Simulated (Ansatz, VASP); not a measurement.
## Ge in VASP and in Ansatz

```
CELL_PARAMETERS angstrom
0.00000 2.83669 2.83669
2.83669 0.00000 2.83669
2.83669 2.83669 0.00000
ATOMIC_POSITIONS crystal
Ge 0.00000 0.00000 0.00000
Ge 0.25000 0.25000 0.25000
```

Alike in both runs: functional r2SCAN; k mesh 12 × 12 × 12; occupations fermi-dirac, width 0.05 eV; no spin polarisation.

Ansatz relaxed the structure, and its values are those at the end. VASP's run is a single point on that final structure, the one shown.

```csv
,VASP,Ansatz
version,VASP 6.6.1,Ansatz 0.2.0
potentials or method,"VASP PAW PBE potentials, release 64 (Ge_d), cutoff 520 eV",plane-wave PAW DFT
valence electrons in the cell,28,28
```

```tsv
	VASP	Ansatz	Ansatz less VASP
pressure (GPa)	0.1	0.0	-0.12
```

VASP's potentials were made for PBE, not for r2SCAN. The functional is the same, so the differences come from potentials, cutoffs and numerics.
